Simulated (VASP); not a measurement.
Input of a VASP 6.6.1 run:

INCAR

```
PREC = Accurate
ENCUT = 520
EDIFF = 1E-6
ISMEAR = 0
SIGMA = 0.15
LREAL = F
LASPH = T
NELM = 60
ALGO = Normal
ISIF = 2
LWAVE = F
LCHARG = F
GGA = PS
NBANDS = 11
```

File KPOINTS:

```
regular mesh
0
Gamma
  14 14 14
```

File POSCAR:

```
Ca
1.0
    0.0000000000      2.6824320000      2.6824320000
    2.6824320000      0.0000000000      2.6824320000
    2.6824320000      2.6824320000      0.0000000000
Ca
1
Direct
    0.0000000000      0.0000000000      0.0000000000
```

Potentials or basis: VASP PAW PBE potentials, release 64 (Ca_sv).

Run with:

```sh
$ cat potpaw_PBE.64/Ca_sv/POTCAR > POTCAR
$ mpirun -np 1 vasp_std > vasp.out
```

Problem. Predict the pressure.

Solution. 1.0 GPa.

Problem. What does it give for the band gap on the k mesh?

Solution. Zero (bands 5 and 6 overlap by 0.18 eV).

Caveat: the cell differs from its parent crystal (strain -0.040 along x and y, -0.040 along z); the PAW data sets were made with another functional, which shifts forces and pressure a little.
